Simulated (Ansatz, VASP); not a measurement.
BN in VASP and in Ansatz

```
B N
1.0
     0.00000    1.65750    1.65750
     1.65750    0.00000    1.65750
     1.65750    1.65750    0.00000
B N
1 1
Direct
  0.00000 0.00000 0.00000
  0.25000 0.25000 0.25000
```

Alike in both runs: task single point; functional PBEsol; k mesh 10 × 10 × 10; no spin polarisation.

|  | VASP | Ansatz |
| --- | --- | --- |
| version | VASP 6.6.1 | Ansatz 0.2.0 |
| potentials or method | VASP PAW PBE potentials, release 64 (B, N), cutoff 600 eV | scalar-relativistic, plane waves, PAW |
| occupations | gaussian, width 0.01 eV | fixed |
| valence electrons in the cell | 8 | 8 |

```csv
,VASP,Ansatz,Ansatz less VASP
gap on the k mesh at the Fermi level (eV),4.51,4.54,+0.024
least direct gap on the mesh (eV),9.99,10.00,+0.016
```

VASP's potentials were made for PBE, not for PBEsol.
